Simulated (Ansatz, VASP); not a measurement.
**ZrS2: VASP beside Ansatz**

```
CELL_PARAMETERS angstrom
3.67113 0.00000 0.00000
-1.83557 3.17929 0.00000
0.00000 0.00000 6.10791
ATOMIC_POSITIONS crystal
Zr 0.00000 0.00000 0.00000
S 0.66667 0.33333 0.76395
S 0.33333 0.66667 0.23605
```

Alike in both runs: task single point; functional r2SCAN; dispersion rVV10; k mesh 6 × 6 × 4; occupations gaussian, width 0.1 eV; no spin polarisation.

|  | VASP | Ansatz |
| --- | --- | --- |
| version | VASP 6.6.1 | Ansatz 0.2.0 |
| potentials or method | VASP PAW PBE potentials, release 64 (Zr_sv, S), cutoff 550 eV | scalar-relativistic, plane waves, PAW |
| valence electrons in the cell | 24 | 24 |

|  | VASP | Ansatz | Ansatz less VASP |
| --- | --- | --- | --- |
| gap on the k mesh at the Fermi level (eV) | 1.37 | 1.37 | -0.004 |
| least direct gap on the mesh (eV) | 2.00 | 1.99 | -0.005 |
| pressure (GPa) | 0.1 | 0.0 | -0.05 |
| traceless stress, the component that is largest in VASP (GPa) | -0.60 | -0.61 | -0.007 |
| rms of the force components (eV/Å) | 0.043 | 0.038 | -0.0056 |

VASP's potentials were made for PBE, not for r2SCAN. Atom by atom the forces differ by 0.006 eV/Å (rms over components).
